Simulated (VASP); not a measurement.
Write the native input for VASP 6.6.1 that does the following.

- Task: single point
- Functional: r2SCAN
- Potentials or basis: VASP PAW PBE potentials, release 64 (Ga_d, As, In_d)
- Cutoff: 520 eV
- k mesh: 8 × 8 × 8
- Occupations: fermi-dirac, width 0.02 eV
- Spin: no spin polarisation
- Dipole correction: no
- Further INCAR settings: ALGO = Normal; EDIFF = 1e-06; NBANDS = 36

In2GaAs3:

```
Ga As In
1.0
    -2.10355    2.10355    8.98736
     2.10355   -2.10355    8.98736
     2.10355    2.10355   -8.98736
Ga As In
1 3 2
Cartesian
  0.0000 0.0000 0.0000
  2.1036 0.0000 7.6407
  0.0000 2.1036 4.4937
  2.1036 0.0000 1.3467
  0.0000 0.0000 6.0615
  0.0000 0.0000 11.9132
```

These files were run (other wordings do the same):

POSCAR

```
In2GaAs3
1.0
   -2.1035502499      2.1035502499      8.9873578732
    2.1035502499     -2.1035502499      8.9873578732
    2.1035502499      2.1035502499     -8.9873578732
Ga As In
1 3 2
Direct
    0.0000000000      0.0000000000      0.0000000000
    0.4250805558      0.9250805558      0.5000000000
    0.7500000000      0.2500000000      0.5000000000
    0.0749194442      0.5749194442      0.5000000000
    0.3372242756      0.3372242756      0.0000000000
    0.6627757244      0.6627757244      0.0000000000
```

INCAR.step1

```
PREC = Accurate
ENCUT = 520
ISMEAR = -1
SIGMA = 0.02
LREAL = False
LASPH = True
NELM = 100
NBANDS = 36
GGA = PE
ALGO = Normal
EDIFF = 1E-4
LWAVE = True
LCHARG = False
```

INCAR.step2

```
PREC = Accurate
ENCUT = 520
EDIFF = 1E-6
ISMEAR = -1
SIGMA = 0.02
LREAL = False
LASPH = True
NELM = 100
ALGO = Normal
ISIF = 2
LWAVE = False
LCHARG = True
METAGGA = R2SCAN
LMIXTAU = True
LELF = True
LVHAR = True
NBANDS = 36
ISTART = 1
```

KPOINTS

```
Automatic mesh
0
Gamma
  8 8 8
```

Potentials or basis: VASP PAW PBE potentials, release 64 (Ga_d, As, In_d).

Launch:

```bash
$ cat potpaw_PBE.64/Ga_d/POTCAR potpaw_PBE.64/As/POTCAR potpaw_PBE.64/In_d/POTCAR > POTCAR
$ cp INCAR.step1 INCAR
$ mpirun -np 1 vasp_std > vasp.out
$ cp INCAR.step2 INCAR
$ mpirun -np 1 vasp_std > vasp.out
```

Results of the run:

```yaml
Pressure: 0.0 GPa
Largest_force: 0.005 eV/Å
Band_gap_on_the_k_mesh: 0.19 eV, direct
```

Caveat: the PAW data sets were made with another functional, which shifts forces and pressure a little; spin-orbit coupling is left out, which moves the levels of the heavy elements.

It took 43 min on 1 thread of Intel(R) Xeon(R) 6975P-C (Granite Rapids), with other jobs on the host, peak memory 0.95 GiB.
